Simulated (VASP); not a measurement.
Input of a VASP 6.6.1 run:

Contents of INCAR:

```
ALGO = Normal ; EDIFF = 1E-8
ENCUT = 600 ; GGA = PE
IBRION = 6 ; ISIF = 3
ISMEAR = 1 ; LASPH = T
LCHARG = T ; LREAL = F
LWAVE = F ; NBANDS = 8
NELM = 100 ; NFREE = 2
NSW = 1 ; POTIM = 0.015
PREC = Accurate ; SIGMA = 0.4
```

KPOINTS

```
k-points
0
Gamma
  32 32 32
```

File POSCAR:

```
Al
1.0
    0.0000000000      2.0202133688      2.0202133688
    2.0202133688      0.0000000000      2.0202133688
    2.0202133688      2.0202133688      0.0000000000
Al
1
Direct
    0.0000000000      0.0000000000      0.0000000000
```

Potentials or basis: VASP PAW PBE potentials, release 64 (Al).

The run is started by

```sh
$ cat potpaw_PBE.64/Al/POTCAR > POTCAR
$ mpirun -np 1 vasp_std > vasp.out
```

(1) What does it give for the elastic constants C11, C12, C44?

(2) Predict the Voigt bulk modulus.

## Answers

(1) 114, 60, 35 GPa.

(2) 78 GPa.
